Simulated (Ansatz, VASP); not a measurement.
Si in VASP and in Ansatz

File INCAR:

```
SYSTEM = Si
PREC = Accurate
ENCUT = 520
EDIFF = 1E-6
ISMEAR = -1
SIGMA = 0.08
LREAL = .False.
LASPH = .True.
NELM = 60
ALGO = Normal
ISIF = 2
LWAVE = .False.
LCHARG = .False.
GGA = PE
NBANDS = 11
```

KPOINTS

```
Automatic mesh
0
Gamma
  12 12 12
  0 0 0
```

File POSCAR:

```
Si
1.0
    0.0000000000      2.7154700000      2.7154700000
    2.7154700000      0.0000000000      2.7154700000
    2.7154700000      2.7154700000      0.0000000000
Si
2
Direct
    0.5000000000      0.5000000000      0.5000000000
    0.7500000000      0.7500000000      0.7500000000
```

Input for Ansatz:

```yaml
crystal:
  lattice:
    - [0.0, 2.71547, 2.71547]
    - [2.71547, 0.0, 2.71547]
    - [2.71547, 2.71547, 0.0]
  atoms:
    - { symbol: Si, position: [0.5, 0.5, 0.5] }
    - { symbol: Si, position: [0.75, 0.75, 0.75] }
kpoints:
  mp_grid: { grid: [12, 12, 12] }
  band_path:
    path:
      - [0.0, 0.0, 0.0]
      - [0.5, 0.0, 0.5]
      - [0.625, 0.25, 0.625]
      - [0.375, 0.375, 0.75]
      - [0.0, 0.0, 0.0]
      - [0.5, 0.5, 0.5]
      - [0.5, 0.25, 0.75]
      - [0.5, 0.0, 0.5]
    npoints: 8
scf:
  occupations: { method: fermi_dirac, width: 0.08 }
hamiltonian:
  xc: pbe
  pseudopotentials: { kind: all_electron, lapw: { basis_error: 0.00025 } }
output:
  forces: true
  stress: true
  eigenvalues: true
  populations: true
  dos: { projected: true, de: 0.2, e_range: [-14, 8] }
```

Alike in both runs: task single point; functional PBE; k mesh 12 × 12 × 12; occupations fermi-dirac, width 0.08 eV; no spin polarisation.

|  | VASP | Ansatz |
| --- | --- | --- |
| version | VASP 6.6.1 | Ansatz 0.2.0 |
| potentials or method | VASP PAW PBE potentials, release 64 (Si), cutoff 520 eV | all-electron LAPW, scalar-relativistic |

```tsv
	VASP	Ansatz	Ansatz less VASP
pressure (GPa)	1.9	2.0	+0.04
```

Ansatz ran all-electron here, and VASP with PAW potentials.
